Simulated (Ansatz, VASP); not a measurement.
BaTiO3 in VASP and in Ansatz

```
CELL_PARAMETERS angstrom
3.99980 0.00000 0.00000
0.00000 3.99980 0.00000
0.00000 0.00000 4.01800
ATOMIC_POSITIONS crystal
Ba 0.00000 0.00000 0.00023
Ti 0.50000 0.50000 0.48491
O 0.50000 0.50000 0.02690
O 0.50000 0.00000 0.51548
O 0.00000 0.50000 0.51548
```

Alike in both runs: functional r2SCAN; k mesh 8 × 8 × 8; occupations gaussian, width 0.02 eV; no spin polarisation.

Ansatz relaxed the structure, and its values are those at the end. VASP's run is a single point on that final structure, the one shown.

```csv
,VASP,Ansatz
version,VASP 6.6.1,Ansatz 0.2.0
potentials or method,"VASP PAW PBE potentials, release 64 (Ba_sv, Ti_sv, O_h), cutoff 910 eV","scalar-relativistic, plane waves, PAW"
valence electrons in the cell,40,40
```

VASP gave:

* gap on the k mesh at the Fermi level (eV): 2.20
* least direct gap on the mesh (eV): 2.56
* rms of the force components (eV/Å): 0.041

Task: Which values does Ansatz return?

Result: gap on the k mesh at the Fermi level (eV): 2.22; least direct gap on the mesh (eV): 2.55; rms of the force components (eV/Å): 0.002.

VASP's potentials were made for PBE, not for r2SCAN. Ansatz's warnings: stress scf threshold loose.

Spin-orbit coupling is off throughout. Noted on VASP's run: the cutoff is short for stress, so the pressure is rough.
